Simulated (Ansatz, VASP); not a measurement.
TaN in VASP and in Ansatz

INCAR

```
SYSTEM = TaN
ALGO = Normal
EDIFF = 1E-6
ENCUT = 520
GGA = PE
ISIF = 2
ISMEAR = -1
LASPH = .TRUE.
LCHARG = .FALSE.
LREAL = .FALSE.
LWAVE = .FALSE.
NBANDS = 33
NELM = 80
PREC = Accurate
SIGMA = 0.05
```

File KPOINTS:

```
k-points
0
G
  5 5 8
  0 0 0
```

POSCAR

```
TaN
1.0
    5.1850002000      0.0000000000      0.0000000000
   -2.5925001000      4.4903418900      0.0000000000
    0.0000000000      0.0000000000      2.8789205247
Ta N
3 3
Direct
    0.0000000000      0.0000000000      0.0000000000
    0.3333333333      0.6666666667      0.5000000000
    0.6666666667      0.3333333333      0.5000000000
    0.5000000000      0.0000000000      0.0000000000
    0.5000000000      0.5000000000      0.0000000000
    0.0000000000      0.5000000000      0.0000000000
```

The input input.yaml:

```yaml
crystal:
  lattice:
    - [5.1850002, 0.0, 0.0]
    - [-2.5925001, 4.49034189, 0.0]
    - [0.0, 0.0, 2.8789205247]
  atoms:
    - { symbol: Ta, position: [0.0, 0.0, 0.0] }
    - { symbol: Ta, position: [0.3333333333, 0.6666666667, 0.5] }
    - { symbol: Ta, position: [0.6666666667, 0.3333333333, 0.5] }
    - { symbol: "N", position: [0.5, 0.0, 0.0] }
    - { symbol: "N", position: [0.5, 0.5, 0.0] }
    - { symbol: "N", position: [0.0, 0.5, 0.0] }
hamiltonian:
  xc: pbe
  pseudopotentials: { kind: paw }
kpoints:
  mp_grid: { grid: [5, 5, 8] }
scf:
  occupations: { method: fermi_dirac, width: 0.05 }
output:
  forces: true
  stress: true
  eigenvalues: true
```

Alike in both runs: task single point; functional PBE; k mesh 5 × 5 × 8; occupations fermi-dirac, width 0.05 eV; no spin polarisation.

|  | VASP | Ansatz |
| --- | --- | --- |
| version | VASP 6.6.1 | Ansatz 0.2.0 |
| potentials or method | VASP PAW PBE potentials, release 64 (Ta_pv, N) | Ansatz PAW |
| plane-wave cutoff (eV) | 520 | 420 |
| valence electrons in the cell | 48 | 54 |

|  | VASP | Ansatz | Ansatz less VASP |
| --- | --- | --- | --- |
| gap on the k mesh at the Fermi level (eV) | none | none | - |
| pressure (GPa) | 15.6 | 14.7 | -0.91 |
| traceless stress, the component that is largest in VASP (GPa) | 4.49 | 4.30 | -0.192 |

A gap of «none» marks a metal or a gap that the smearing closes. With one functional, cell and mesh, what is left measures potentials, basis and numerics. VASP's potentials hold 48 valence electrons a cell and Ansatz's 54, so a difference there can come from the potentials and not from the codes.

Neither program's run includes spin-orbit coupling.
